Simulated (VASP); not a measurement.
# Pb (Fm-3m) in VASP: a series of runs

The runs below take Pb through single point, with PBE.

Program: VASP 6.6.1. These are calculated values, not measurements. Logs are shortened: lines on timing, memory, paths and dates and some standing lists are left out, and cuts for length are marked.

### Step 1. The cell of the first run

It takes space group Fm-3m (No. 225, cubic). The conventional cell has a = 4.950 Å, b = 4.950 Å, c = 4.950 Å, α = 90.00°, β = 90.00°, γ = 90.00°. Within 4.6 Å of Pb (site symmetry m-3m) lie 12 Pb at 3.50 Å.

### Step 2. Single point, PBE

INCAR reads:

```
SYSTEM = Pb
ALGO = Normal ; EDIFF = 1E-6
ENCUT = 520 ; GGA = PE
ISIF = 2 ; ISMEAR = 0
LASPH = .TRUE. ; LCHARG = .FALSE.
LREAL = .FALSE. ; LWAVE = .FALSE.
NBANDS = 13 ; NELM = 60
PREC = Accurate ; SIGMA = 0.05
```

KPOINTS reads:

```
k-points
0
G
  14 14 14
  0 0 0
```

POSCAR reads:

```
Pb
1.0
    0.0000000000      2.4750000000      2.4750000000
    2.4750000000      0.0000000000      2.4750000000
    2.4750000000      2.4750000000      0.0000000000
Pb
1
Direct
    0.0000000000      0.0000000000      0.0000000000
```

Potentials or basis: VASP PAW PBE potentials, release 64 (Pb_d).

Command:

```bash
cat potpaw_PBE.64/Pb_d/POTCAR > POTCAR
mpirun -np 1 vasp_std > vasp.out
```

OUTCAR:

```text
SYSTEM = Pb
   EDIFF = 1E-6
   ENCUT = 520
   GGA = PE
   ISIF = 2
   ISMEAR = 0
   LASPH = .TRUE.
   LREAL = .FALSE.
   NELM = 60
   PREC = Accurate

 ion  position               nearest neighbor table
   1  0.000  0.000  0.000-

  LATTYP: Found a face centered cubic cell.
 ALAT       =     4.9500000000

  Lattice vectors:

 A1 = (   0.0000000000,   2.4750000000,   2.4750000000)
 A2 = (   2.4750000000,   0.0000000000,   2.4750000000)
 A3 = (   2.4750000000,   2.4750000000,   0.0000000000)

Analysis of symmetry for initial positions (statically):
=====================================================================
 Subroutine PRICEL returns:
 Original cell was already a primitive cell.

 Routine SETGRP: Setting up the symmetry group for a
 face centered cubic supercell.

 Subroutine GETGRP returns: Found 48 space group operations
 (whereof 48 operations were pure point group operations)
 out of a pool of 48 trial point group operations.

The static configuration has the point symmetry O_h .

Analysis of symmetry for dynamics (positions and initial velocities):
=====================================================================
 Subroutine PRICEL returns:
 Original cell was already a primitive cell.

 Routine SETGRP: Setting up the symmetry group for a
 face centered cubic supercell.

 Subroutine GETGRP returns: Found 48 space group operations
 (whereof 48 operations were pure point group operations)
 out of a pool of 48 trial point group operations.

The dynamic configuration has the point symmetry O_h .

 Subroutine INISYM returns: Found 48 space group operations
 (whereof 48 operations are pure point group operations),
 and found     1 'primitive' translations

----------------------------------------------------------------------------------------

                                     Primitive cell

  volume of cell :      30.3218

  direct lattice vectors                    reciprocal lattice vectors
     0.000000000  2.475000000  2.475000000    -0.202020202  0.202020202  0.202020202
     2.475000000  0.000000000  2.475000000     0.202020202 -0.202020202  0.202020202
     2.475000000  2.475000000  0.000000000     0.202020202  0.202020202 -0.202020202

  length of vectors
     3.500178567  3.500178567  3.500178567     0.349909254  0.349909254  0.349909254

  position of ions in fractional coordinates (direct lattice)
     0.000000000  0.000000000  0.000000000

  ion indices of the primitive-cell ions
   primitive index   ion index
                 1           1

----------------------------------------------------------------------------------------

 KPOINTS: k-points

Automatic generation of k-mesh.
 Grid dimensions read from file:
 generate k-points for:   14   14   14

 Generating k-lattice:

  Cartesian coordinates                     Fractional coordinates (reciprocal lattice)
    -0.014430014  0.014430014  0.014430014     0.071428571  0.000000000  0.000000000
     0.014430014 -0.014430014  0.014430014     0.000000000  0.071428571  0.000000000
     0.014430014  0.014430014 -0.014430014     0.000000000  0.000000000  0.071428571

  Length of vectors
     0.024993518  0.024993518  0.024993518

  Shift w.r.t. Gamma in fractional coordinates (k-lattice)
     0.000000000  0.000000000  0.000000000

 Subroutine IBZKPT returns following result:
 ===========================================

 Found    104 irreducible k-points:

 Following reciprocal coordinates:
            Coordinates               Weight
  0.000000  0.000000  0.000000      1.000000
  0.071429  0.000000  0.000000      8.000000
  0.142857  0.000000  0.000000      8.000000
  0.214286  0.000000  0.000000      8.000000
  0.285714  0.000000  0.000000      8.000000
  0.357143  0.000000  0.000000      8.000000
[... 16 lines left out ...]
  0.214286  0.142857  0.000000     24.000000
  0.285714  0.142857  0.000000     24.000000
 [... further k-points ...]
   k-points           NKPTS =    104   k-points in BZ     NKDIM =    104   number of bands    NBANDS=     13
   number of dos      NEDOS =    301   number of ions     NIONS =      1
   total plane-waves  NPLWV =  21952
   dimension x,y,z NGX =    28 NGY =   28 NGZ =   28
   dimension x,y,z NGXF=    56 NGYF=   56 NGZF=   56
   ions per type =               1
   NGX,Y,Z   is equivalent  to a cutoff of  13.30, 13.30, 13.30 a.u.
   NGXF,Y,Z  is equivalent  to a cutoff of  26.60, 26.60, 26.60 a.u.
 SYSTEM =  Pb
   PREC   = accura    normal or accurate (medium, high low for compatibility)
   ISTART =      0    job   : 0-new  1-cont  2-samecut
   ICHARG =      2    charge: 1-file 2-atom 10-const
   ISPIN  =      1    spin polarized calculation?
   LNONCOLLINEAR =      F non collinear calculations
   LSORBIT =      F    spin-orbit coupling
   LASPH  =      T    aspherical Exc in radial PAW
   ENCUT  =  520.0 eV  38.22 Ry    6.18 a.u.   6.51  6.51  6.51*2*pi/ulx,y,z
   NELM   =     60;   NELMIN=  2; NELMDL= -5     # of ELM steps
   EDIFF  = 0.1E-05   stopping-criterion for ELM
   LREAL  =      F    real-space projection
   EDIFFG = 0.1E-04   stopping-criterion for IOM
   NSW    =      0    number of steps for IOM
   IBRION =     -1    ionic relax: 0-MD 1-quasi-New 2-CG
   NFREE  =      0    steps in history (QN), initial steepest desc. (CG)
   ISIF   =      2    stress and relaxation
   ISYM   =      2    0-nonsym 1-usesym 2-fastsym
   POTIM  = 0.5000    time-step for ionic-motion
   TEBEG  =    0.0;   TEEND  =   0.0 temperature during run
   PSTRESS=    0.0 pullay stress
   NELECT =      14.0000    total number of electrons
   NUPDOWN=      -1.0000    fix difference up-down
   EMIN   =  10.00;   EMAX   =-10.00  energy-range for DOS
   EFERMI =   0.00;   METHOD = LEGACY
   ISMEAR =     0;   SIGMA  =   0.05  broadening in eV -4-tet -1-fermi 0-gaus
   EFERMI_NEDOS =   21; number of points for ismear=-14 and -15
   IALGO  =     38    algorithm
   IMIX   =      4    mixing-type and parameters
     AMIX     =   0.40;   BMIX     =  1.00
     AMIX_MAG =   1.60;   BMIX_MAG =  1.00
  volume/ion in A,a.u.               =      30.32       204.62
  Fermi-wavevector in a.u.,A,eV,Ry     =   1.265316  2.391100 21.783259  1.601024
  Thomas-Fermi vector in A             =   2.398575
   LORBIT       =      0    0 simple, 1 ext, 2 COOP (PROOUT), +10 PAW based schemes
   GGA     = PE    functional components
   LHFCALC =     F    Hartree Fock is set to
   AEXX    =    0.0000 exact exchange contribution
   IVDW    =     0    specifies the selected vdW correction
   LEPSILON=     F    determine dielectric tensor
   LRPA    =     F    only Hartree local field effects (RPA)
 non-spin polarized calculation
 Gauss-broadening in eV      SIGMA  =   0.05
  energy-cutoff  :      520.00
  volume of cell :       30.32
 maximum number of plane-waves:       869
 NGX is ok and might be reduce to    28
   NGX = 13   NGY = 13   NGZ = 13

 number of electron      13.9999999 magnetization

 Free energy of the ion-electron system (eV)
  ---------------------------------------------------
  ext. energy  EPLUGINS =         0.00000000
  ---------------------------------------------------
  free energy    TOTEN  =        -3.55549119 eV

  energy without entropy =       -3.55472418  energy(sigma->0) =       -3.55510769

 E-fermi :   7.3266     XC(G=0): -10.1851

 val. band max:        7.3249405043   @ k =  -0.2857   0.2857   0.0714
 cond. band min:       7.3278558118   @ k =   0.3571   0.2143   0.0000
 fundamental gap:      0.0029153075
 Fermi energy:         7.3266142974

 k-point     1 :       0.0000    0.0000    0.0000
  band No.  band energies     occupation
      1      -9.7902      2.00000
      2      -9.7902      2.00000
      3      -9.7902      2.00000
      4      -9.6502      2.00000
      5      -9.6502      2.00000
      6      -4.4723      2.00000
      7      14.7007      0.00000
      8      14.7007      0.00000
      9      14.7007      0.00000
     10      17.0454      0.00000
     11      18.6221      0.00000
     12      19.7669      0.00000
     13      19.7669      0.00000

 k-point     2 :       0.0714    0.0000    0.0000
  band No.  band energies     occupation
      1      -9.7903      2.00000
      2      -9.7828      2.00000
      3      -9.7828      2.00000
      4      -9.6507      2.00000
      5      -9.6507      2.00000
      6      -4.3741      2.00000
      7      13.5055      0.00000
      8      14.5768      0.00000
      9      14.5768      0.00000
     10      16.8164      0.00000
     11      19.1518      0.00000
     12      19.9872      0.00000
     13      19.9872      0.00000

 k-point     3 :       0.1429    0.0000    0.0000
  band No.  band energies     occupation
      1      -9.7916      2.00000
      2      -9.7659      2.00000
      3      -9.7659      2.00000
      4      -9.6480      2.00000
      5      -9.6480      2.00000
      6      -4.0790      2.00000
      7      11.3357      0.00000
      8      14.2619      0.00000
      9      14.2619      0.00000
     10      16.5338      0.00000
     11      19.9558      0.00000
     12      20.4191      0.00000
     13      20.4923      0.00000

 k-point     4 :       0.2143    0.0000    0.0000
  band No.  band energies     occupation
      1      -9.7953      2.00000
      2      -9.7546      2.00000
      3      -9.7546      2.00000
      4      -9.6307      2.00000
      5      -9.6307      2.00000
      6      -3.5889      2.00000
      7       9.1054      0.00000
      8      13.8642      0.00000
      9      13.8642      0.00000
     10      16.3263      0.00000
     11      19.2486      0.00000
     12      19.9730      0.00000
     13      19.9730      0.00000

 k-point     5 :       0.2857    0.0000    0.0000
  band No.  band energies     occupation
      1      -9.8020      2.00000
      2      -9.7575      2.00000
      3      -9.7575      2.00000
      4      -9.5954      2.00000
      5      -9.5954      2.00000
      6      -2.9151      2.00000
      7       7.0159      2.00000
      8      13.4726      0.00000
      9      13.4726      0.00000
     10      16.2223      0.00000
     11      18.3507      0.00000
     12      19.3334      0.00000
     13      19.3334      0.00000

 k-point     6 :       0.3571    0.0000    0.0000
  band No.  band energies     occupation
      1      -9.8099      2.00000
      2      -9.7673      2.00000
      3      -9.7673      2.00000
      4      -9.5560      2.00000
      5      -9.5560      2.00000
      6      -2.0976      2.00000
      7       5.1650      2.00000
      8      13.1492      0.00000
      9      13.1492      0.00000
     10      16.2306      0.00000
     11      17.6186      0.00000
     12      18.8631      0.00000
     13      18.8631      0.00000

 k-point     7 :       0.4286    0.0000    0.0000
  band No.  band energies     occupation
      1      -9.8164      2.00000
      2      -9.7759      2.00000
      3      -9.7759      2.00000
      4      -9.5264      2.00000
      5      -9.5264      2.00000
      6      -1.2688      2.00000
      7       3.7093      2.00000
      8      12.9371      0.00000
      9      12.9371      0.00000
     10      16.3536      0.00000
     11      17.0615      0.00000
     12      18.5805      0.00000
     13      18.5805      0.00000
[... 193 lines left out ...]
 k-point    20 :      -0.1429    0.0714    0.0000
  band No.  band energies     occupation
      1      -9.7949      2.00000
      2      -9.7547      2.00000
      3      -9.7525      2.00000
      4      -9.6623      2.00000
      5      -9.6281      2.00000
      6      -3.8500      2.00000
      7      10.5621      0.00000
      8      12.7202      0.00000
      9      14.6817      0.00000
     10      16.9501      0.00000
     11      19.1314      0.00000
     12      19.8548      0.00000
     13      19.8694      0.00000

 k-point    21 :      -0.0714    0.0714    0.0000
  band No.  band energies     occupation
      1      -9.7935      2.00000
      2      -9.7737      2.00000
      3      -9.7667      2.00000
      4      -9.6587      2.00000
      5      -9.6427      2.00000
      6      -4.2102      2.00000
      7      12.5148      0.00000
      8      13.4762      0.00000
      9      14.7969      0.00000
     10      16.8639      0.00000
     11      19.2674      0.00000
     12      19.8784      0.00000
     13      20.3348      0.00000

 k-point    22 :       0.1429    0.1429    0.0000
  band No.  band energies     occupation
      1      -9.8211      2.00000
      2      -9.7350      2.00000
      3      -9.7350      2.00000
      4      -9.6837      2.00000
      5      -9.6271      2.00000
      6      -3.9483      2.00000
      7      12.2781      0.00000
      8      12.9852      0.00000
      9      12.9852      0.00000
     10      15.8586      0.00000
     11      17.7956      0.00000
     12      21.8614      0.00000
     13      21.9691      0.00000

 k-point    23 :       0.2143    0.1429    0.0000
  band No.  band energies     occupation
      1      -9.8306      2.00000
      2      -9.7192      2.00000
      3      -9.7119      2.00000
      4      -9.6887      2.00000
      5      -9.6112      2.00000
      6      -3.5889      2.00000
      7      10.5620      0.00000
      8      12.4288      0.00000
      9      12.7421      0.00000
     10      15.9024      0.00000
     11      16.9133      0.00000
     12      21.4716      0.00000
     13      22.4003      0.00000

 k-point    24 :       0.2857    0.1429    0.0000
  band No.  band energies     occupation
      1      -9.8311      2.00000
      2      -9.7323      2.00000
      3      -9.7041      2.00000
      4      -9.6623      2.00000
      5      -9.5809      2.00000
      6      -3.0394      2.00000
      7       8.5278      0.00000
      8      12.0120      0.00000
      9      12.2585      0.00000
     10      15.7156      0.00000
     11      17.3158      0.00000
     12      21.0385      0.00000
     13      21.6907      0.00000

 [... further k-points ...]
[... 5 lines left out ...]
  --------------------------------------------------------------------------------------
  -------------------------------------------------------------------------------------
  Total        0.4471672      0.4471672      0.4471672     -0.0000000     -0.0000000      0.0000000
  in kB       23.6278908     23.6278908     23.6278908     -0.0000000     -0.0000000      0.0000000
  external PRESSURE =      23.6278908 kB  Pullay stress =       0.0000000 kB

 VOLUME and BASIS-vectors are now :
 -----------------------------------------------------------------------------
  energy-cutoff  :      520.00
  volume of cell :       30.32
      direct lattice vectors                 reciprocal lattice vectors
     0.000000000  2.475000000  2.475000000    -0.202020202  0.202020202  0.202020202
     2.475000000  0.000000000  2.475000000     0.202020202 -0.202020202  0.202020202
     2.475000000  2.475000000  0.000000000     0.202020202  0.202020202 -0.202020202

 POSITION                                       TOTAL-FORCE (eV/Angst)
 -----------------------------------------------------------------------------------
      0.00000      0.00000      0.00000         0.000000      0.000000      0.000000
 -----------------------------------------------------------------------------------
    total drift:                               -0.000000     -0.000000     -0.000000

  FREE ENERGIE OF THE ION-ELECTRON SYSTEM (eV)
  ---------------------------------------------------
  free  energy   TOTEN  =        -3.5554911925 eV

  energy  without entropy=       -3.5547241792  energy(sigma->0) =       -3.55510769
```

It took 44 s on 1 thread of Intel Xeon Platinum 8259CL at 2.50GHz (Skylake/Cascade Lake), shared host; peak memory 0.18 GiB.

Results:

| Property | Result |
| --- | --- |
| Free energy | -3.5555 eV |
| Pressure | 2.4 GPa |
| Band gap on the k mesh | zero (band 7 reaches 14.70 eV, above the bottom of band 8 at 5.72 eV) |

Caveat: spin-orbit coupling is left out, which moves the levels of the heavy elements.

### Step 3. Single point, PBE

This run uses another cell than the first one, of 32.02 Å³/atom, 1.056 times its volume.

INCAR reads:

```
SYSTEM = Pb
PREC = Accurate
ENCUT = 520
EDIFF = 1E-6
ISMEAR = 0
SIGMA = 0.05
LREAL = .FALSE.
LASPH = .TRUE.
NELM = 100
ALGO = Normal
ISIF = 2
LWAVE = .FALSE.
LCHARG = .FALSE.
GGA = PE
NBANDS = 13
```

KPOINTS reads:

```
Automatic mesh
0
G
  14 14 14
  0 0 0
```

POSCAR reads:

```
Pb
1.0
    0.0000000000      2.5202452442      2.5202452442
    2.5202452442      0.0000000000      2.5202452442
    2.5202452442      2.5202452442      0.0000000000
Pb
1
Direct
    0.0000000000      0.0000000000      0.0000000000
```

Potentials or basis: VASP PAW PBE potentials, release 64 (Pb_d).

Command:

```bash
cat potpaw_PBE.64/Pb_d/POTCAR > POTCAR
mpirun -np 1 vasp_std > vasp.out
```

Run time: 38 s. Hardware: 1 thread of Intel Xeon Platinum 8259CL at 2.50GHz (Skylake/Cascade Lake), shared host; peak memory 0.18 GiB.

Results (log left out):

```
Free energy            : -3.5680 eV
Pressure               : 0.0 GPa
Band gap on the k mesh : zero (band 7 reaches 13.68 eV, above the bottom of band 8 at 5.24 eV)
```

Levels at points of the mesh, in eV from the Fermi level:
```
           k point  band 5  band 6  band 7  band 8  band 9  band 10
(0.00, 0.00, 0.00)  -16.92  -11.40    6.99    6.99    6.99     9.72
(0.50, 0.00, 0.00)  -16.81   -8.09   -3.95    5.28    5.28     8.99
(0.50, 0.50, 0.00)  -16.78   -6.80   -3.06    1.99    1.99     5.22
```

Caveat: spin-orbit coupling is left out, which moves the levels of the heavy elements.
